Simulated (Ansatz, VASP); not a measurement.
One calculation of Li2Ta, two programs

```xyz
3
Lattice="3.4490 0.0000 0.0000 -1.7245 2.9869 0.0000 0.0000 0.0000 3.7240" Properties=species:S:1:pos:R:3 pbc="T T T"
Li    0.0000    1.9913    1.8620
Li    1.7245    0.9956    1.8620
Ta    0.0000    0.0000    0.0000
```

Alike in both runs: task relaxation of cell and atoms; functional PBE; k mesh 6 × 6 × 6; occupations gaussian, width 0.1 eV; no spin polarisation.

|  | VASP | Ansatz |
| --- | --- | --- |
| version | VASP 6.6.1 | Ansatz 0.2.0 |
| potentials or method | VASP PAW PBE potentials, release 64 (Li_sv, Ta_pv), cutoff 600 eV | scalar-relativistic, plane waves, PAW |
| valence electrons in the cell | 17 | 19 |

|  | VASP | Ansatz | Ansatz less VASP |
| --- | --- | --- | --- |
| gap on the k mesh at the Fermi level, each at its own relaxed structure (eV) | none | none | - |
| relaxed volume (Å³/atom) | 13.66 | 13.86 | +0.205 |
| relaxed cell length with the largest relative difference (Å) | 4.736 | 4.870 | +0.1343 |

A gap of «none» marks a metal or a gap that the smearing closes. VASP's potentials hold 17 valence electrons a cell and Ansatz's 19, so a difference there can come from the potentials and not from the codes.

Neither program's run includes spin-orbit coupling. Noted on VASP's run: the cutoff is short for stress, so the pressure is rough.
